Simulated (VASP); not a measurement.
# Ta (Im-3m) in VASP: a series of runs

The runs below take Ta through single point, with r2SCAN, LDA.

Everything below comes from runs of VASP 6.6.1. Logs are shortened: lines on timing, memory, paths and dates and some standing lists are left out, and cuts for length are marked.

### 1 The cell of the first run

Symmetry: Im-3m, No. 229, cubic system. The conventional cell has a = 3.258 Å, b = 3.258 Å, c = 3.258 Å, α = 90.00°, β = 90.00°, γ = 90.00°. Ta (site symmetry m-3m) has 14 Ta at 2.82 to 3.26 Å within 3.7 Å.

### 2 Single point, r2SCAN

Input file POSCAR:

```
Ta
1.0
   -1.6289626696      1.6289626696      1.6289626696
    1.6289626696     -1.6289626696      1.6289626696
    1.6289626696      1.6289626696     -1.6289626696
Ta
1
Direct
    0.0000000000      0.0000000000      0.0000000000
```

Input file INCAR.step1:

```
SYSTEM = Ta
PREC = Accurate ; ENCUT = 520
ISMEAR = -1 ; SIGMA = 0.05
LREAL = .FALSE. ; LASPH = .TRUE.
NELM = 80 ; NBANDS = 12
GGA = PE ; ALGO = Normal
EDIFF = 1E-4 ; LWAVE = .TRUE.
LCHARG = .FALSE.
```

Input file INCAR.step2:

```
SYSTEM = Ta
PREC = Accurate ; ENCUT = 520
EDIFF = 1E-6 ; ISMEAR = -1
SIGMA = 0.05 ; LREAL = .FALSE.
LASPH = .TRUE. ; NELM = 80
ALGO = Normal ; ISIF = 2
LWAVE = .FALSE. ; LCHARG = .TRUE.
METAGGA = R2SCAN ; LMIXTAU = .TRUE.
LELF = .TRUE. ; LVHAR = .TRUE.
NBANDS = 12 ; ISTART = 1
```

Input file KPOINTS:

```
regular mesh
0
G
  11 11 11
  0 0 0
```

Potentials or basis: VASP PAW PBE potentials, release 64 (Ta_pv).

Run with:

```console
$ cat potpaw_PBE.64/Ta_pv/POTCAR > POTCAR
$ cp INCAR.step1 INCAR
$ mpirun -np 1 vasp_std > vasp.out
$ cp INCAR.step2 INCAR
$ mpirun -np 1 vasp_std > vasp.out
```

OUTCAR:

```text
SYSTEM = Ta
   PREC = Accurate
   ENCUT = 520
   EDIFF = 1E-6
   ISMEAR = -1
   LREAL = .FALSE.
   LASPH = .TRUE.
   NELM = 80
   ISIF = 2
   METAGGA = R2SCAN
   ISTART = 1

 ion  position               nearest neighbor table
   1  0.000  0.000  0.000-

  LATTYP: Found a body centered cubic cell.
 ALAT       =     3.2579253392

  Lattice vectors:

 A1 = (  -1.6289626696,   1.6289626696,   1.6289626696)
 A2 = (   1.6289626696,  -1.6289626696,   1.6289626696)
 A3 = (   1.6289626696,   1.6289626696,  -1.6289626696)

Analysis of symmetry for initial positions (statically):
=====================================================================
 Subroutine PRICEL returns:
 Original cell was already a primitive cell.

 Routine SETGRP: Setting up the symmetry group for a
 body centered cubic supercell.

 Subroutine GETGRP returns: Found 48 space group operations
 (whereof 48 operations were pure point group operations)
 out of a pool of 48 trial point group operations.

The static configuration has the point symmetry O_h .

Analysis of symmetry for dynamics (positions and initial velocities):
=====================================================================
 Subroutine PRICEL returns:
 Original cell was already a primitive cell.

 Routine SETGRP: Setting up the symmetry group for a
 body centered cubic supercell.

 Subroutine GETGRP returns: Found 48 space group operations
 (whereof 48 operations were pure point group operations)
 out of a pool of 48 trial point group operations.

The dynamic configuration has the point symmetry O_h .

 Subroutine INISYM returns: Found 48 space group operations
 (whereof 48 operations are pure point group operations),
 and found     1 'primitive' translations

----------------------------------------------------------------------------------------

                                     Primitive cell

  volume of cell :      17.2899

  direct lattice vectors                    reciprocal lattice vectors
    -1.628962670  1.628962670  1.628962670     0.000000000  0.306943805  0.306943805
     1.628962670 -1.628962670  1.628962670     0.306943805  0.000000000  0.306943805
     1.628962670  1.628962670 -1.628962670     0.306943805  0.306943805  0.000000000

  length of vectors
     2.821446107  2.821446107  2.821446107     0.434084092  0.434084092  0.434084092

  position of ions in fractional coordinates (direct lattice)
     0.000000000  0.000000000  0.000000000

[... 75 lines left out ...]
   EDIFF  = 0.1E-05   stopping-criterion for ELM
   LREAL  =      F    real-space projection
   EDIFFG = 0.1E-04   stopping-criterion for IOM
   NSW    =      0    number of steps for IOM
   IBRION =     -1    ionic relax: 0-MD 1-quasi-New 2-CG
   NFREE  =      0    steps in history (QN), initial steepest desc. (CG)
   ISIF   =      2    stress and relaxation
   ISYM   =      2    0-nonsym 1-usesym 2-fastsym
   POTIM  = 0.5000    time-step for ionic-motion
   TEBEG  =    0.0;   TEEND  =   0.0 temperature during run
   PSTRESS=    0.0 pullay stress
   NELECT =      11.0000    total number of electrons
   NUPDOWN=      -1.0000    fix difference up-down
   EMIN   =  10.00;   EMAX   =-10.00  energy-range for DOS
   EFERMI =   0.00;   METHOD = LEGACY
   ISMEAR =    -1;   SIGMA  =   0.05  broadening in eV -4-tet -1-fermi 0-gaus
   EFERMI_NEDOS =   21; number of points for ismear=-14 and -15
   IALGO  =     38    algorithm
   IMIX   =      4    mixing-type and parameters
     AMIX     =   0.40;   BMIX     =  1.00
     AMIX_MAG =   1.60;   BMIX_MAG =  1.00
  volume/ion in A,a.u.               =      17.29       116.68
  Fermi-wavevector in a.u.,A,eV,Ry     =   1.408017  2.660767 26.973716  1.982512
  Thomas-Fermi vector in A             =   2.530218
   LORBIT       =      0    0 simple, 1 ext, 2 COOP (PROOUT), +10 PAW based schemes
   METAGGA = R2SCAN    functional components
   LHFCALC =     F    Hartree Fock is set to
   AEXX    =    0.0000 exact exchange contribution
   IVDW    =     0    specifies the selected vdW correction
   LEPSILON=     F    determine dielectric tensor
   LRPA    =     F    only Hartree local field effects (RPA)
 non-spin polarized calculation
  energy-cutoff  :      520.00
  volume of cell :       17.29
 maximum number of plane-waves:       478
 NGX is ok and might be reduce to    24
   NGX = 11   NGY = 11   NGZ = 11

 number of electron      11.0000000 magnetization

 Free energy of the ion-electron system (eV)
  ---------------------------------------------------
  ext. energy  EPLUGINS =         0.00000000
  ---------------------------------------------------
  free energy    TOTEN  =       -48.56273581 eV

  energy without entropy =      -48.55505824  energy(sigma->0) =      -48.55889703

 E-fermi :   5.6447     XC(G=0): -14.0104

 val. band max:        5.6040461807   @ k =   0.1818   0.0000   0.0000
 cond. band min:       5.6578089738   @ k =   0.3636   0.1818   0.0909
 fundamental gap:      0.0537627931
 Fermi energy:         5.6446698513

 k-point     1 :       0.0000    0.0000    0.0000
  band No.  band energies     occupation
      1     -28.3871      2.00000
      2     -28.3871      2.00000
      3     -28.3871      2.00000
      4      -2.8241      2.00000
      5       6.5016      0.00000
      6       6.5016      0.00000
      7       6.5016      0.00000
      8      10.1348      0.00000
      9      10.1348      0.00000
     10      17.9739      0.00000
     11      21.6359      0.00000
     12      21.6359      0.00000
[... 331 lines left out ...]
 k-point    24 :       0.3636    0.1818    0.0909
  band No.  band energies     occupation
      1     -29.5515      2.00000
      2     -29.0277      2.00000
      3     -28.6207      2.00000
      4       2.5883      2.00000
      5       3.9087      2.00000
      6       5.6578      0.86936
      7      10.6217      0.00000
      8      11.2487      0.00000
      9      15.9774      0.00000
     10      16.6391      0.00000
     11      17.9776      0.00000
     12      20.0805      0.00000

 [... further k-points ...]
[... 5 lines left out ...]
  --------------------------------------------------------------------------------------
  -------------------------------------------------------------------------------------
  Total        1.0417901      1.0417901      1.0417901      0.0000000      0.0000000      0.0000000
  in kB       96.5378097     96.5378097     96.5378097      0.0000000      0.0000000      0.0000000
  external PRESSURE =      96.5378097 kB  Pullay stress =       0.0000000 kB

 VOLUME and BASIS-vectors are now :
 -----------------------------------------------------------------------------
  energy-cutoff  :      520.00
  volume of cell :       17.29
      direct lattice vectors                 reciprocal lattice vectors
    -1.628962670  1.628962670  1.628962670     0.000000000  0.306943805  0.306943805
     1.628962670 -1.628962670  1.628962670     0.306943805  0.000000000  0.306943805
     1.628962670  1.628962670 -1.628962670     0.306943805  0.306943805  0.000000000

 POSITION                                       TOTAL-FORCE (eV/Angst)
 -----------------------------------------------------------------------------------
      0.00000      0.00000      0.00000         0.000000      0.000000     -0.000000
 -----------------------------------------------------------------------------------
    total drift:                               -0.000000      0.000000      0.000000

  FREE ENERGIE OF THE ION-ELECTRON SYSTEM (eV)
  ---------------------------------------------------
  free  energy   TOTEN  =       -48.5627358138 eV

  energy  without entropy=      -48.5550582387  energy(sigma->0) =      -48.55889703
```

OUTCAR.step1:

```text
SYSTEM = Ta
   PREC = Accurate
   ENCUT = 520
   ISMEAR = -1
   LREAL = .FALSE.
   LASPH = .TRUE.
[... 577 lines left out ...]
 -----------------------------------------------------------------------------------
      0.00000      0.00000      0.00000         0.000000      0.000000     -0.000000
 -----------------------------------------------------------------------------------
    total drift:                                0.000000      0.000000     -0.000000

  FREE ENERGIE OF THE ION-ELECTRON SYSTEM (eV)
  ---------------------------------------------------
  free  energy   TOTEN  =       -11.7860501172 eV

  energy  without entropy=      -11.7796242959  energy(sigma->0) =      -11.78283721
```

Run time: 29 s. Hardware: 1 thread of Intel Xeon Platinum 8488C (Sapphire Rapids), shared host; peak memory 0.15 GiB.

What came out:

* Free energy: -48.5627 eV
* Pressure: 9.7 GPa

Caveat: the PAW data sets were made with another functional, which shifts forces and pressure a little; spin-orbit coupling is left out, which moves the levels of the heavy elements.

### 3 Single point, r2SCAN

This run uses another cell than the first one, of 17.65 Å³/atom, 1.021 times its volume.

Input file POSCAR:

```
Ta
1.0
   -1.6401972500      1.6401972500      1.6401972500
    1.6401972500     -1.6401972500      1.6401972500
    1.6401972500      1.6401972500     -1.6401972500
Ta
1
Direct
    0.0000000000      0.0000000000      0.0000000000
```

Input file INCAR.step1:

```
PREC     = Accurate       # precision mode
ENCUT    = 520            # plane-wave cutoff, eV
ISMEAR   = -1             # smearing method
SIGMA    = 0.05           # smearing width, eV
LREAL    = False          # projectors in reciprocal space
LASPH    = True           # aspherical terms in the spheres
NELM     = 60             # most SCF steps
NBANDS   = 12             # bands
GGA      = PE             # functional
ALGO     = Normal         # electronic algorithm
EDIFF    = 1E-4           # SCF threshold, eV
LWAVE    = True           # write WAVECAR
LCHARG   = False          # write CHGCAR
```

Input file INCAR.step2:

```
PREC     = Accurate       # precision mode
ENCUT    = 520            # plane-wave cutoff, eV
EDIFF    = 1E-7           # SCF threshold, eV
ISMEAR   = -1             # smearing method
SIGMA    = 0.05           # smearing width, eV
LREAL    = False          # projectors in reciprocal space
LASPH    = True           # aspherical terms in the spheres
NELM     = 60             # most SCF steps
ALGO     = Normal         # electronic algorithm
ISIF     = 2              # what is computed and relaxed
LWAVE    = False          # write WAVECAR
LCHARG   = False          # write CHGCAR
METAGGA  = R2SCAN         # meta-GGA
LMIXTAU  = True         
NBANDS   = 12             # bands
ISTART   = 1
```

Input file KPOINTS:

```
Automatic mesh
0
Gamma
  11 11 11
```

Potentials or basis: VASP PAW PBE potentials, release 64 (Ta_pv).

Run with:

```console
$ cat potpaw_PBE.64/Ta_pv/POTCAR > POTCAR
$ cp INCAR.step1 INCAR
$ mpirun -np 1 vasp_std > vasp.out
$ cp INCAR.step2 INCAR
$ mpirun -np 1 vasp_std > vasp.out
```

It took 35 s on 1 thread of Intel Xeon Platinum 8488C (Sapphire Rapids), shared host; peak memory 0.15 GiB.

Results (log left out):

* Free energy: -48.5791 eV
* Pressure: 4.9 GPa

Levels at points of the mesh, in eV from the Fermi level:
```
           k point  band 1  band 2  band 3  band 4  band 5  band 6  band 7  band 8  band 9  band 10
(0.00, 0.00, 0.00)  -34.11  -34.11  -34.11   -8.38    0.87    0.87    0.87    4.42    4.42    12.24
```

Caveat: the PAW data sets were made with another functional, which shifts forces and pressure a little; spin-orbit coupling is left out, which moves the levels of the heavy elements.

### 4 Single point, LDA (volume scaled by 1.04)

Input file INCAR:

```
SYSTEM = Ta
ALGO = Normal ; EDIFF = 1E-6
ENCUT = 520 ; GGA = CA
ISIF = 2 ; ISMEAR = 0
LASPH = .True. ; LCHARG = .False.
LREAL = .False. ; LWAVE = .False.
NBANDS = 12 ; NELM = 60
PREC = Accurate ; SIGMA = 0.1
```

Input file KPOINTS:

```
k-points
0
Gamma
  11 11 11
  0 0 0
```

Input file POSCAR:

```
Ta
1.0
   -1.6730098600      1.6730098600      1.6730098600
    1.6730098600     -1.6730098600      1.6730098600
    1.6730098600      1.6730098600     -1.6730098600
Ta
1
Direct
    0.0000000000      0.0000000000      0.0000000000
```

Potentials or basis: VASP PAW LDA potentials, release 64 (Ta_pv).

Run with:

```console
$ cat potpaw_LDA.64/Ta_pv/POTCAR > POTCAR
$ mpirun -np 1 vasp_std > vasp.out
```

OUTCAR:

```text
SYSTEM = Ta
   EDIFF = 1E-6
   ENCUT = 520
   GGA = CA
   ISIF = 2
   ISMEAR = 0
   LASPH = .True.
   LREAL = .False.
   NELM = 60
   PREC = Accurate

 ion  position               nearest neighbor table
   1  0.000  0.000  0.000-

  LATTYP: Found a body centered cubic cell.
 ALAT       =     3.3460197200

  Lattice vectors:

 A1 = (  -1.6730098600,   1.6730098600,   1.6730098600)
 A2 = (   1.6730098600,  -1.6730098600,   1.6730098600)
[... 531 lines left out ...]
      3     -28.1416      2.00000
      4       2.3619      2.00000
      5       3.5692      2.00000
      6       5.1135      0.58102
      7       9.2418      0.00000
      8       9.7774      0.00000
      9      13.6658      0.00000
     10      14.7657      0.00000
     11      18.1551      0.00000
     12      18.6398      0.00000

 [... further k-points ...]
[... 5 lines left out ...]
  --------------------------------------------------------------------------------------
  -------------------------------------------------------------------------------------
  Total       -1.8139349     -1.8139349     -1.8139349     -0.0000000      0.0000000     -0.0000000
  in kB     -155.1589318   -155.1589318   -155.1589318     -0.0000000      0.0000000     -0.0000000
  external PRESSURE =    -155.1589318 kB  Pullay stress =       0.0000000 kB

 VOLUME and BASIS-vectors are now :
 -----------------------------------------------------------------------------
  energy-cutoff  :      520.00
  volume of cell :       18.73
      direct lattice vectors                 reciprocal lattice vectors
    -1.673009860  1.673009860  1.673009860     0.000000000  0.298862554  0.298862554
     1.673009860 -1.673009860  1.673009860     0.298862554  0.000000000  0.298862554
     1.673009860  1.673009860 -1.673009860     0.298862554  0.298862554  0.000000000

 POSITION                                       TOTAL-FORCE (eV/Angst)
 -----------------------------------------------------------------------------------
      0.00000      0.00000      0.00000        -0.000000      0.000000     -0.000000
 -----------------------------------------------------------------------------------
    total drift:                               -0.000000      0.000000      0.000000

  FREE ENERGIE OF THE ION-ELECTRON SYSTEM (eV)
  ---------------------------------------------------
  free  energy   TOTEN  =       -12.7624852020 eV

  energy  without entropy=      -12.7581311921  energy(sigma->0) =      -12.76030820
```

OSZICAR:

```text
N       E                     dE             d eps       ncg     rms          rms(c)
DAV:   1     0.600878160804E+02    0.60088E+02   -0.62314E+03  1344   0.876E+02
DAV:   2    -0.123320039741E+02   -0.72420E+02   -0.70663E+02  1504   0.245E+02
DAV:   3    -0.132875805908E+02   -0.95558E+00   -0.94923E+00  1584   0.268E+01
DAV:   4    -0.132900700432E+02   -0.24895E-02   -0.24893E-02  1484   0.149E+00
DAV:   5    -0.132900789126E+02   -0.88694E-05   -0.88693E-05  1616   0.844E-02    0.126E+01
DAV:   6    -0.128795474244E+02    0.41053E+00   -0.33845E-01  1564   0.588E+00    0.583E+00
DAV:   7    -0.127645137523E+02    0.11503E+00   -0.27230E-01  1532   0.478E+00    0.332E-01
DAV:   8    -0.127625627679E+02    0.19510E-02   -0.66105E-03  1440   0.752E-01    0.143E-01
DAV:   9    -0.127624860483E+02    0.76720E-04   -0.16006E-04  1544   0.125E-01    0.239E-02
DAV:  10    -0.127624852020E+02    0.84628E-06   -0.48376E-06  1476   0.222E-02
   1 F= -.12762485E+02 E0= -.12760308E+02  d E =-.435401E-02
```

Run time: 6.1 s. Hardware: 1 thread of AMD EPYC 9R45 (Zen 5), shared host; peak memory 0.1 GiB.

Results:

| Quantity | Value |
| --- | --- |
| Free energy | -12.7625 eV |
| Pressure | -15.5 GPa |

Caveat: the cell differs from its parent crystal (volume scaled by 1.04); spin-orbit coupling is left out, which moves the levels of the heavy elements.

### 5 Summary

```csv
level,potentials or basis,cell,smearing,gap on the mesh (eV),pressure (GPa)
r2SCAN,"VASP PAW PBE potentials, release 64 (Ta_pv)","a = 2.821 Å, angles 109.5°, 1 atom",fermi-dirac 0.05 eV,none,9.7
r2SCAN,"VASP PAW PBE potentials, release 64 (Ta_pv)","a = 2.841 Å, angles 109.5°, 1 atom",fermi-dirac 0.05 eV,none,4.9
LDA,"VASP PAW LDA potentials, release 64 (Ta_pv)","a = 2.898 Å, angles 109.5°, 1 atom",gaussian 0.1 eV,none,-15.5
```

Alike in all rows: task single point; no spin polarisation; k mesh 11 × 11 × 11; cutoff (eV) 520.

Caveats: spin-orbit coupling is left out, which moves the levels of the heavy elements; the PAW data sets were made with another functional, which shifts forces and pressure a little (some runs).

Total energies depend on the potentials used, so only differences within one code and one set of settings carry meaning.
